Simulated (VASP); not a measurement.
# HfMnN2 (Cmmm) in VASP: notebook

The runs below take HfMnN2 through single point, relaxation of cell and atoms, with PBE.

Program: VASP 6.6.1. These are calculated values, not measurements. Logs are shortened: lines on timing, memory, paths and dates and some standing lists are left out, and cuts for length are marked.

### 1 The cell of the first run

Symmetry: Cmmm, No. 65, orthorhombic system. Conventional cell: a = 5.461 Å, b = 7.620 Å, c = 3.051 Å, α = 90.00°, β = 90.00°, γ = 90.00°. Within 2.8 Å of Hf (site symmetry mmm) lie 2 N at 2.12 Å and 2 Mn at 2.73 Å. Mn (site symmetry mmm) has 2 N at 1.69 Å within 2.2 Å. N (site symmetry m2m) has 1 Mn at 1.69 Å and 1 Hf at 2.12 Å within 2.2 Å.

The cell was generated, and may not be a known phase.

### 2 Single point, PBE, collinear spin, ferromagnetic start

Input file INCAR:

```
  PREC = Accurate
  ENCUT = 520
  EDIFF = 1E-6
  ISMEAR = 0
  SIGMA = 0.1
  LREAL = F
  LASPH = T
  NELM = 150
  ALGO = Fast
  ISIF = 2
  LWAVE = F
  LCHARG = F
  ISPIN = 2
  MAGMOM = 0 1.09 0 0
  LORBIT = 11
  LMAXMIX = 4
  GGA = PE
  NBANDS = 28
```

Input file KPOINTS:

```
regular mesh
0
Gamma
  4 4 6
```

Input file POSCAR:

```
HfMnN2
1.0
    2.7303513191     -3.8099438616      0.0000000000
    2.7303513191      3.8099438616      0.0000000000
    0.0000000000      0.0000000000      3.0514672008
Hf Mn N
1 1 2
Direct
    0.5000000000      0.5000000000      0.0000000000
    0.0000000000      0.0000000000      0.0000000000
    0.7784160974      0.2215839026      0.0000000000
    0.2215839026      0.7784160974      0.0000000000
```

Potentials or basis: VASP PAW PBE potentials, release 64 (Hf_pv, Mn_pv, N).

Run with:

```console
$ cat potpaw_PBE.64/Hf_pv/POTCAR potpaw_PBE.64/Mn_pv/POTCAR potpaw_PBE.64/N/POTCAR > POTCAR
$ mpirun -np 1 vasp_std > vasp.out
```

OUTCAR:

```text
PREC = Accurate
   ENCUT = 520
   EDIFF = 1E-6
   ISMEAR = 0
   LREAL = F
   LASPH = T
   NELM = 150
   ISIF = 2
   ISPIN = 2
   LORBIT = 11
   GGA = PE

 ion  position               nearest neighbor table
   1  0.500  0.500  0.000-   3 2.12   4 2.12   2 2.73   2 2.73
   2  0.000  0.000  0.000-   3 1.69   4 1.69   1 2.73   1 2.73
   3  0.778  0.222  0.000-   2 1.69   1 2.12
   4  0.222  0.778  0.000-   2 1.69   1 2.12

  LATTYP: Found a base centered orthorhombic cell.
 ALAT       =     5.4607026382
 B/A-ratio  =     1.3954042599
 C/A-ratio  =     0.5588048650

  Lattice vectors:

 A1 = (   2.7303513191,  -3.8099438616,   0.0000000000)
 A2 = (   2.7303513191,   3.8099438616,   0.0000000000)
 A3 = (   0.0000000000,   0.0000000000,   3.0514672008)

Analysis of symmetry for initial positions (statically):
=====================================================================
 Subroutine PRICEL returns:
 Original cell was already a primitive cell.

 Routine SETGRP: Setting up the symmetry group for a
 base centered orthorhombic supercell.

 Subroutine GETGRP returns: Found  8 space group operations
 (whereof  8 operations were pure point group operations)
 out of a pool of  8 trial point group operations.

The static configuration has the point symmetry D_2h.

Analysis of symmetry for dynamics (positions and initial velocities):
=====================================================================
 Subroutine PRICEL returns:
 Original cell was already a primitive cell.

 Routine SETGRP: Setting up the symmetry group for a
 base centered orthorhombic supercell.

 Subroutine GETGRP returns: Found  8 space group operations
 (whereof  8 operations were pure point group operations)
 out of a pool of  8 trial point group operations.

The dynamic configuration has the point symmetry D_2h.

Analysis of structural, dynamic, and magnetic symmetry:
=====================================================================
 Subroutine PRICEL returns:
 Original cell was already a primitive cell.

 Routine SETGRP: Setting up the symmetry group for a
 base centered orthorhombic supercell.

 Subroutine GETGRP returns: Found  8 space group operations
 (whereof  8 operations were pure point group operations)
 out of a pool of  8 trial point group operations.

The overall configuration has the point symmetry D_2h.

 Subroutine INISYM returns: Found  8 space group operations
 (whereof  8 operations are pure point group operations),
 and found     1 'primitive' translations

----------------------------------------------------------------------------------------

                                     Primitive cell

  volume of cell :      63.4857

  direct lattice vectors                    reciprocal lattice vectors
     2.730351319 -3.809943862  0.000000000     0.183126617 -0.131235529  0.000000000
     2.730351319  3.809943862  0.000000000     0.183126617  0.131235529  0.000000000
     0.000000000  0.000000000  3.051467201     0.000000000  0.000000000  0.327711207

  length of vectors
     4.687268987  4.687268987  3.051467201     0.225295632  0.225295632  0.327711207

  position of ions in fractional coordinates (direct lattice)
     0.500000000  0.500000000  0.000000000
     0.000000000  0.000000000  0.000000000
     0.778416097  0.221583903  0.000000000
     0.221583903  0.778416097  0.000000000

  ion indices of the primitive-cell ions
   primitive index   ion index
                 1           1
                 2           2
                 3           3
                 4           4

----------------------------------------------------------------------------------------

 KPOINTS: regular mesh

Automatic generation of k-mesh.
 Grid dimensions read from file:
 generate k-points for:    4    4    6

 Generating k-lattice:

  Cartesian coordinates                     Fractional coordinates (reciprocal lattice)
     0.045781654 -0.032808882  0.000000000     0.250000000  0.000000000  0.000000000
     0.045781654  0.032808882  0.000000000     0.000000000  0.250000000  0.000000000
     0.000000000  0.000000000  0.054618535     0.000000000  0.000000000  0.166666667

  Length of vectors
     0.056323908  0.056323908  0.054618535

  Shift w.r.t. Gamma in fractional coordinates (k-lattice)
     0.000000000  0.000000000  0.000000000

 Subroutine IBZKPT returns following result:
 ===========================================

 Found     28 irreducible k-points:

 Following reciprocal coordinates:
            Coordinates               Weight
  0.000000  0.000000  0.000000      1.000000
  0.250000  0.000000  0.000000      4.000000
  0.500000  0.000000  0.000000      2.000000
  0.250000  0.250000  0.000000      2.000000
  0.500000  0.250000  0.000000      4.000000
 -0.250000  0.250000  0.000000      2.000000
[... 16 lines left out ...]
  0.250000  0.000000  0.500000      4.000000
  0.500000  0.000000  0.500000      2.000000
 [... further k-points ...]
[... 80 lines left out ...]
      2     -45.8074      1.00000
      3     -45.5176      1.00000
      4     -27.5618      1.00000
      5     -27.3866      1.00000
      6     -27.1996      1.00000
[... 20 lines left out ...]
     27      13.0751      0.00000
     28      15.2876      0.00000

 k-point     2 :       0.2500    0.0000    0.0000
  band No.  band energies     occupation
      1     -45.9001      1.00000
      2     -45.8074      1.00000
      3     -45.5170      1.00000
      4     -27.5681      1.00000
      5     -27.3900      1.00000
      6     -27.1996      1.00000
[... 20 lines left out ...]
     27      12.7782      0.00000
     28      14.3950      0.00000

 k-point     3 :       0.5000    0.0000    0.0000
  band No.  band energies     occupation
      1     -45.9003      1.00000
      2     -45.8074      1.00000
      3     -45.5164      1.00000
      4     -27.5745      1.00000
      5     -27.3933      1.00000
      6     -27.1995      1.00000
[... 616 lines left out ...]
      3     -45.5134      1.00000
      4     -27.7754      1.00000
      5     -27.5073      1.00000
      6     -27.3270      1.00000
[... 20 lines left out ...]
     27      12.3572      0.00000
     28      12.6853      0.00000

 k-point    24 :       0.5000    0.0000    0.5000
  band No.  band energies     occupation
      1     -45.8966      1.00000
      2     -45.8475      1.00000
      3     -45.5128      1.00000
      4     -27.7752      1.00000
      5     -27.5133      1.00000
      6     -27.3299      1.00000
[... 20 lines left out ...]
     27      13.8749      0.00000
     28      13.9752      0.00000

 [... further k-points ...]

 spin component 2

 k-point     1 :       0.0000    0.0000    0.0000
  band No.  band energies     occupation
      1     -44.9279      1.00000
      2     -43.9391      1.00000
      3     -43.8577      1.00000
      4     -27.6176      1.00000
      5     -27.3702      1.00000
      6     -27.1997      1.00000
[... 20 lines left out ...]
     27      13.1106      0.00000
     28      15.1340      0.00000

 k-point     2 :       0.2500    0.0000    0.0000
  band No.  band energies     occupation
      1     -44.9279      1.00000
      2     -43.9391      1.00000
      3     -43.8569      1.00000
      4     -27.6242      1.00000
      5     -27.3737      1.00000
      6     -27.1997      1.00000
[... 20 lines left out ...]
     27      12.8203      0.00000
     28      14.4407      0.00000

 k-point     3 :       0.5000    0.0000    0.0000
  band No.  band energies     occupation
      1     -44.9280      1.00000
      2     -43.9391      1.00000
      3     -43.8562      1.00000
      4     -27.6308      1.00000
      5     -27.3771      1.00000
      6     -27.1997      1.00000
[... 616 lines left out ...]
      3     -43.8531      1.00000
      4     -27.7717      1.00000
      5     -27.5627      1.00000
      6     -27.3115      1.00000
[... 20 lines left out ...]
     27      12.2791      0.00000
     28      12.8965      0.00000

 k-point    24 :       0.5000    0.0000    0.5000
  band No.  band energies     occupation
      1     -44.9242      1.00000
      2     -43.9812      1.00000
      3     -43.8523      1.00000
      4     -27.7716      1.00000
      5     -27.5689      1.00000
      6     -27.3145      1.00000
[... 20 lines left out ...]
     27      13.9604      0.00000
     28      14.6655      0.00000

 [... further k-points ...]
[... 5 lines left out ...]
  --------------------------------------------------------------------------------------
  -------------------------------------------------------------------------------------
  Total       -0.2003024     -0.1052809     -0.0919889     -0.0000000      0.0000000      0.0000000
  in kB       -5.0549962     -2.6569558     -2.3215088     -0.0000000      0.0000000      0.0000000
  external PRESSURE =      -3.3444869 kB  Pullay stress =       0.0000000 kB

 VOLUME and BASIS-vectors are now :
 -----------------------------------------------------------------------------
  energy-cutoff  :      520.00
  volume of cell :       63.49
      direct lattice vectors                 reciprocal lattice vectors
     2.730351319 -3.809943862  0.000000000     0.183126617 -0.131235529  0.000000000
     2.730351319  3.809943862  0.000000000     0.183126617  0.131235529  0.000000000
     0.000000000  0.000000000  3.051467201     0.000000000  0.000000000  0.327711207

 POSITION                                       TOTAL-FORCE (eV/Angst)
 -----------------------------------------------------------------------------------
      2.73035      0.00000      0.00000         0.000000      0.000000      0.000000
      0.00000      0.00000      0.00000         0.000000      0.000000      0.000000
      2.73035     -2.12150      0.00000         0.000000      0.119801      0.000000
      2.73035      2.12150      0.00000         0.000000     -0.119801      0.000000
 -----------------------------------------------------------------------------------
    total drift:                                0.000000     -0.000000     -0.000000

  FREE ENERGIE OF THE ION-ELECTRON SYSTEM (eV)
  ---------------------------------------------------
  free  energy   TOTEN  =       -33.0676071476 eV

  energy  without entropy=      -33.0545086404  energy(sigma->0) =      -33.06105789

 total charge

# of ion       s       p       d       tot
------------------------------------------
    1        0.388   6.424   1.486   8.298
    2        0.438   6.518   5.177  12.134
    3        1.318   2.313   0.000   3.631
    4        1.318   2.313   0.000   3.631
--------------------------------------------------
tot          3.461  17.568   6.664  27.693

 magnetization (x)

# of ion       s       p       d       tot
------------------------------------------
    1       -0.003   0.002  -0.018  -0.020
    2        0.019   0.014   1.389   1.422
    3       -0.006  -0.141   0.000  -0.147
    4       -0.006  -0.141   0.000  -0.147
--------------------------------------------------
tot          0.005  -0.267   1.371   1.109
```

Run time: 5.4 min. Hardware: 1 thread of Oxide Virtual Turin-like, shared host; peak memory 0.22 GiB.

Results:

- Free energy: -33.0676 eV
- Pressure: -0.3 GPa
- Largest force: 0.120 eV/Å
- Net moment: 1.08 μB per cell
- Site moments: Hf -0.02; Mn +1.42; N -0.15 μB
- Valence electrons inside the program's atomic spheres: Hf 8.30; Mn 12.13; N 3.63

Forces in eV/Å, atoms in the order of the input:
```
Hf   0.000  0.000  0.000
Mn   0.000  0.000  0.000
N    0.000  0.120  0.000
N    0.000 -0.120  0.000
```

Stress tensor (GPa, compression positive):
```
-0.51  0.00  0.00
 0.00 -0.27  0.00
 0.00  0.00 -0.23
```

Levels at points of the mesh, in eV from the Fermi level:
Spin up:
```csv
k point,band 13,band 14,band 15,band 16,band 17,band 18,band 19,band 20,band 21,band 22
"(0.00, 0.00, 0.00)",-1.99,-1.35,-1.05,-0.97,0.08,0.34,0.73,1.86,3.66,4.65
"(0.50, 0.00, 0.00)",-2.37,-2.11,-1.36,-1.26,-0.87,-0.16,1.11,1.76,2.43,4.26
"(0.50, 0.50, 0.00)",-2.58,-1.95,-1.00,-0.99,-0.70,0.61,1.30,1.63,4.39,4.58
"(0.00, 0.00, 0.50)",-2.18,-2.18,-0.86,-0.26,0.85,0.87,0.97,1.58,3.71,4.40
"(0.50, 0.00, 0.50)",-2.59,-1.76,-1.75,-1.01,0.03,0.92,1.55,1.91,2.16,2.67
"(0.50, 0.50, 0.50)",-2.33,-2.20,-1.87,-0.37,-0.20,0.81,1.42,1.70,2.30,4.00
```
Spin down:
```csv
k point,band 13,band 14,band 15,band 16,band 17,band 18,band 19,band 20
"(0.00, 0.00, 0.00)",-1.44,-1.07,-0.31,-0.29,0.11,0.75,1.62,2.21
"(0.50, 0.00, 0.00)",-1.91,-1.41,-1.31,-0.48,-0.04,0.96,1.08,2.34
"(0.50, 0.50, 0.00)",-2.02,-0.97,-0.81,-0.37,0.23,0.72,1.24,2.13
"(0.00, 0.00, 0.50)",-1.56,-1.22,-0.96,0.22,0.55,1.81,2.23,2.25
"(0.50, 0.00, 0.50)",-2.53,-1.95,-0.29,-0.03,0.18,1.66,1.85,2.35
"(0.50, 0.50, 0.50)",-1.83,-1.54,-1.47,-0.49,0.55,1.68,2.20,2.22
```

Caveat: spin-orbit coupling is left out, which moves the levels of the heavy elements; a cell with one magnetic atom can't hold antiferromagnetic order, which such compounds often take.

### 3 Relaxation of cell and atoms, PBE, collinear spin, ferromagnetic start

This run uses another cell than the first one, of 15.18 Å³/atom.

Input file INCAR:

```
SYSTEM = HfMnN2
ALGO     = Normal         ! electronic algorithm
EDIFF    = 1E-6           ! SCF threshold, eV
EDIFFG   = -0.04          ! ionic threshold
ENCUT    = 600            ! plane-wave cutoff, eV
GGA      = PE             ! functional
IBRION   = 2              ! ionic algorithm
ISIF     = 3              ! what is computed and relaxed
ISMEAR   = 0              ! smearing method
ISPIN    = 2              ! spin polarisation
LASPH    = .True.         ! aspherical terms in the spheres
LCHARG   = .False.        ! write CHGCAR
LMAXMIX  = 4              ! l up to which the mixer works
LORBIT   = 11             ! projections on sites
LREAL    = .False.        ! projectors in reciprocal space
LWAVE    = .False.        ! write WAVECAR
MAGMOM   = 0 4 0 0        ! initial moments
NELM     = 150            ! most SCF steps
NSW      = 90             ! ionic steps
PREC     = Accurate       ! precision mode
SIGMA    = 0.1            ! smearing width, eV
```

Input file KPOINTS:

```
k-points
0
Gamma
  4 4 4
  0 0 0
```

Input file POSCAR:

```
HfMnN2
1.0
    2.7389540600     -2.7430185800      0.0000000000
    2.7389540600      2.7430185800      0.0000000000
    0.0000000000      0.0000000000      4.0420212100
Hf Mn N
1 1 2
Direct
    0.5000000000      0.5000000000      0.0000000000
    0.0000000000      0.0000000000      0.0000000000
    0.2405378500      0.2405378500      0.0000000000
    0.7594621500      0.7594621500      0.0000000000
```

Potentials or basis: VASP PAW PBE potentials, release 64 (Hf_pv, Mn_pv, N).

Run with:

```console
$ cat potpaw_PBE.64/Hf_pv/POTCAR potpaw_PBE.64/Mn_pv/POTCAR potpaw_PBE.64/N/POTCAR > POTCAR
$ mpirun -np 1 vasp_std > vasp.out
```

Run time: 56 min. Hardware: 1 thread of Oxide Virtual Turin-like, shared host; peak memory 0.24 GiB.

The run converged. Its results:

```yaml
Free_energy: -32.9644 eV
Relaxed_volume: 15.62 Å³/atom
Relaxed_cell: a = 4.638 Å, b = 4.638 Å, c = 3.077 Å, α = 90.00°, β = 90.00°, γ = 70.70°
Space_group_after_relaxing_to_0.1_Å: Cmmm (No. 65)
Pressure_after_relaxing: -0.1 GPa
Largest_force_after_relaxing: 0.031 eV/Å
Net_moment: -0.84 μB per cell
Site_moments: Hf +0.12; Mn -1.24; N +0.11 μB
Valence_electrons_inside_the_program's_atomic_spheres: Hf 8.35; Mn 12.17; N 3.61
```

Forces in eV/Å, atoms in the order of the input:
```
Hf   0.000  0.000  0.000
Mn   0.000  0.000  0.000
N    0.031  0.000  0.000
N   -0.031  0.000  0.000
```

Stress tensor (GPa, compression positive):
```
 0.05  0.00  0.00
 0.00 -0.07  0.00
 0.00  0.00 -0.38
```

Final structure:
```xyz
4
Lattice="3.7832 -2.6834 0.0000 3.7832 2.6834 0.0000 0.0000 0.0000 3.0774" Properties=species:S:1:pos:R:3 pbc="T T T"
Hf    3.7832    0.0000    0.0000
Mn    0.0000    0.0000    0.0000
N     1.6849    0.0000    0.0000
N     5.8815    0.0000    0.0000
```

Levels at points of the mesh, in eV from the Fermi level:
Spin up:
```csv
k point,band 12,band 13,band 14,band 15,band 16,band 17,band 18,band 19,band 20,band 21
"(0.00, 0.00, 0.00)",-1.88,-1.33,-1.27,-0.32,-0.29,0.31,0.58,1.62,2.12,3.74
"(0.50, 0.00, 0.00)",-2.78,-1.94,-1.58,-1.28,-0.54,-0.01,0.85,1.08,2.36,2.80
"(0.50, 0.50, 0.00)",-2.30,-1.99,-1.18,-0.63,-0.36,0.28,0.55,1.24,2.06,4.48
"(0.00, 0.00, 0.50)",-3.44,-1.68,-1.37,-0.87,0.14,0.73,1.80,2.17,2.28,4.05
"(0.50, 0.00, 0.50)",-2.70,-2.52,-1.99,-0.38,-0.15,0.20,1.67,1.82,2.33,2.71
"(0.50, 0.50, 0.50)",-1.96,-1.82,-1.66,-1.63,-0.34,0.53,1.64,2.16,2.22,2.25
```
Spin down:
```tsv
k point	band 14	band 15	band 16	band 17	band 18	band 19	band 20	band 21
(0.00, 0.00, 0.00)	-1.26	-0.92	-0.83	-0.06	0.48	0.84	1.80	3.86
(0.50, 0.00, 0.00)	-1.91	-1.35	-1.15	-0.69	-0.31	1.14	1.85	2.44
(0.50, 0.50, 0.00)	-1.84	-0.91	-0.85	-0.55	0.55	1.32	1.59	4.51
(0.00, 0.00, 0.50)	-2.08	-0.79	-0.22	0.94	0.98	1.05	1.78	3.86
(0.50, 0.00, 0.50)	-1.85	-1.57	-0.91	0.04	1.03	1.62	1.87	2.25
(0.50, 0.50, 0.50)	-2.25	-1.80	-0.25	-0.10	0.93	1.61	1.69	2.31
```

Caveat: the k points lie up to 0.51 Å⁻¹ apart in the final cell; a cell axis changed by over 15 % at a fixed basis, so the end point is rough; spin-orbit coupling is left out, which moves the levels of the heavy elements; a cell with one magnetic atom can't hold antiferromagnetic order, which such compounds often take. With open d or f shells a metallic result of PBE can be an artefact of self-interaction; +U or a hybrid may open a gap.
